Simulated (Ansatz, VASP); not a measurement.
**BiO5 in VASP and in Ansatz**

Contents of INCAR:

```
ALGO     = Normal         # electronic algorithm
EDIFF    = 1E-7           # SCF threshold, eV
EDIFFG   = -0.08          # ionic threshold
ENCUT    = 600            # plane-wave cutoff, eV
GGA      = PE             # functional
GGA_COMPAT= F            
IBRION   = 2              # ionic algorithm
ISIF     = 3              # what is computed and relaxed
ISMEAR   = 0              # smearing method
LASPH    = T              # aspherical terms in the spheres
LCHARG   = F              # write CHGCAR
LREAL    = F              # projectors in reciprocal space
LWAVE    = F              # write WAVECAR
NELM     = 120            # most SCF steps
NELMIN   = 4            
NSW      = 36             # ionic steps
PREC     = Accurate       # precision mode
SIGMA    = 0.2            # smearing width, eV
```

KPOINTS

```
k-points
0
Gamma
  5 5 3
```

Contents of POSCAR:

```
BiO5
1.0
    4.2048515500      0.0000000000      0.0000000000
   -2.1024257800      3.6415082700      0.0000000000
    0.0000000000      0.0000000000      5.5140222500
Bi O
1 5
Direct
    0.0000000000      0.0000000000      0.5000000000
    0.5000000000      0.0000000000      0.5000000000
    0.0000000000      0.5000000000      0.5000000000
    0.5000000000      0.5000000000      0.5000000000
    0.3333333300      0.6666666700      0.0000000000
    0.6666666700      0.3333333300      0.0000000000
```

Input for Ansatz:

```yaml
crystal:
  lattice:
    - [4.20485155, 0.0, 0.0]
    - [-2.10242578, 3.64150827, 0.0]
    - [0.0, 0.0, 5.51402225]
  atoms:
    - { symbol: Bi, position: [0.0, 0.0, 0.5] }
    - { symbol: O, position: [0.5, 0.0, 0.5] }
    - { symbol: O, position: [0.0, 0.5, 0.5] }
    - { symbol: O, position: [0.5, 0.5, 0.5] }
    - { symbol: O, position: [0.33333333, 0.66666667, 0.0] }
    - { symbol: O, position: [0.66666667, 0.33333333, 0.0] }
basis:
  ecutwfc: 420
kpoints:
  mp_grid: { grid: [5, 5, 3] }
hamiltonian:
  xc: pbe
scf:
  occupations: { method: gaussian, width: 0.2 }
  lower_state_search: "off"
output:
  forces: true
  stress: true
  eigenvalues: true
relax:
  adjacent_minimum: "off"
  f_tol: 0.08
  max_steps: 16
  cell: { stress_tol: 0.8 }
```

Alike in both runs: task relaxation of cell and atoms; functional PBE; k mesh 5 × 5 × 3; occupations gaussian, width 0.2 eV; no spin polarisation.

|  | VASP | Ansatz |
| --- | --- | --- |
| version | VASP 6.6.1 | Ansatz 0.2.0 |
| potentials or method | VASP PAW PBE potentials, release 64 (Bi_d, O), cutoff 600 eV | scalar-relativistic, plane waves, PAW |
| valence electrons in the cell | 45 | 45 |

|  | VASP | Ansatz | Ansatz less VASP |
| --- | --- | --- | --- |
| gap on the k mesh at the Fermi level, each at its own relaxed structure (eV) | none | none | - |
| relaxed volume (Å³/atom) | 17.23 | 17.01 | -0.224 |
| relaxed cell length with the largest relative difference (Å) | 6.159 | 6.088 | -0.0703 |

A gap of «none» marks a metal or a gap that the smearing closes.

The k mesh is coarse, so the values compare programs but aren't converged. Neither program's run includes spin-orbit coupling. Noted on VASP's run: the volume moved by over 15 % at a fixed basis, so the end points are rough.
